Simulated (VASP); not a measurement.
C: single point with RPBE

Crystal: C.

```
CELL_PARAMETERS angstrom
7.36981 0.00000 0.00000
-3.68490 6.38244 0.00000
0.00000 0.00000 1.28864
ATOMIC_POSITIONS crystal
C 0.00000 0.00000 0.00000
C 0.33333 0.66667 0.50000
C 0.66667 0.33333 0.50000
```

```
Program                : VASP 6.6.1
Task                   : single point
Functional             : RPBE
Potentials or basis    : VASP PAW PBE potentials, release 64 (C)
Cutoff                 : 520 eV
k mesh                 : 7 × 7 × 32
Occupations            : fermi-dirac, width 0.1 eV
Spin                   : no spin polarisation
Dipole correction      : no
Further INCAR settings : ALGO = Normal; EDIFF = 1e-06; NBANDS = 13
```

| Item | Value |
| --- | --- |
| Pressure | -0.3 GPa |
| Band gap on the k mesh | zero (band 6 reaches 7.82 eV, above the bottom of band 7 at -6.50 eV) |

Stress tensor (GPa, compression positive):
```
 0.19  0.00  0.00
 0.00  0.19  0.00
 0.00  0.00 -1.39
```

Levels at points of the mesh, in eV from the Fermi level:
```
           k point  band 2  band 3  band 4  band 5  band 6  band 7  band 8  band 9  band 10  band 11
(0.00, 0.00, 0.00)  -16.28  -16.28   -5.38   -5.38   -5.38   -5.38   -5.02   -5.02     4.15     7.50
(0.00, 0.00, 0.50)   -8.98   -8.97    8.24    8.28    8.32   11.03   11.03   11.06    11.06    11.09
```

It took 57 s on 1 thread of Intel(R) Xeon(R) Platinum 8259CL CPU @ 2.50GHz (Skylake/Cascade Lake), on a shared host, peak memory 0.22 GiB.

Caveat: the PAW data sets were made with another functional, which shifts forces and pressure a little.
